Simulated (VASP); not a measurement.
OsCl4: single point with LDA

The system is OsCl4.

```
CELL_PARAMETERS angstrom
3.96450 -4.16300 0.00000
3.96450 4.16300 0.00000
0.00000 0.00000 3.56000
ATOMIC_POSITIONS crystal
Os 0.00000 0.00000 0.00000
Cl 0.81060 0.18940 0.50000
Cl 0.18940 0.81060 0.50000
Cl 0.28520 0.28520 0.00000
Cl 0.71480 0.71480 0.00000
```

| Quantity | Value |
| --- | --- |
| Program | VASP 6.6.1 |
| Task | single point |
| Functional | LDA |
| Potentials or basis | VASP PAW LDA potentials, release 64 (Os, Cl) |
| Cutoff | 520 eV |
| k mesh | 4 × 4 × 5 |
| Occupations | gaussian, width 0.05 eV |
| Spin | collinear spin |
| Starting moments | [4.0, 0.0, 0.0, 0.0, 0.0] μB |
| Dipole correction | no |
| Further INCAR settings | ALGO = Normal; EDIFF = 1e-06; NBANDS = 30 |

```json
{"Pressure": "-3.0 GPa", "Largest force": "0.529 eV/Å", "Net moment": "1.94 μB per cell", "Site moments": "Os +1.23; Cl +0.04, +0.20 (each value once) μB", "Valence electrons inside the program's atomic spheres": "Os 7.29; Cl 5.04, 5.05 (each value once)"}
```

Forces in eV/Å, atoms in the order of the input:
```
Os   0.000  0.000  0.000
Cl   0.000 -0.529  0.000
Cl   0.000  0.529  0.000
Cl  -0.273  0.000  0.000
Cl   0.273  0.000  0.000
```

Stress tensor (GPa, compression positive):
```
-2.88  0.00  0.00
 0.00 -3.38  0.00
 0.00  0.00 -2.88
```

Levels at points of the mesh, in eV from the Fermi level:
Spin up:
| k point | band 17 | band 18 | band 19 | band 20 | band 21 | band 22 |
| --- | --- | --- | --- | --- | --- | --- |
| (0.00, 0.00, 0.00) | -1.40 | -0.53 | -0.10 | 2.19 | 2.79 | 4.84 |
| (0.50, 0.00, 0.00) | -1.58 | -0.31 | -0.21 | 2.20 | 3.01 | 6.54 |
| (0.50, 0.50, 0.00) | -1.61 | -0.09 | 0.17 | 1.97 | 2.15 | 6.59 |
Spin down:
```
           k point  band 15  band 16  band 17  band 18  band 19  band 20
(0.00, 0.00, 0.00)    -1.30    -1.29    -1.18     0.23     0.52     2.49
(0.50, 0.00, 0.00)    -1.62    -1.30    -1.24     0.41     0.41     2.51
(0.50, 0.50, 0.00)    -1.88    -1.49    -1.23     0.54     0.86     2.29
```

Run time: 2.1 min on 1 thread of Intel(R) Xeon(R) Platinum 8375C CPU @ 2.90GHz (Ice Lake), with other jobs on the host, peak memory 0.26 GiB.

Caveat: the cell stands under tension; spin-orbit coupling is left out, which moves the levels of the heavy elements.
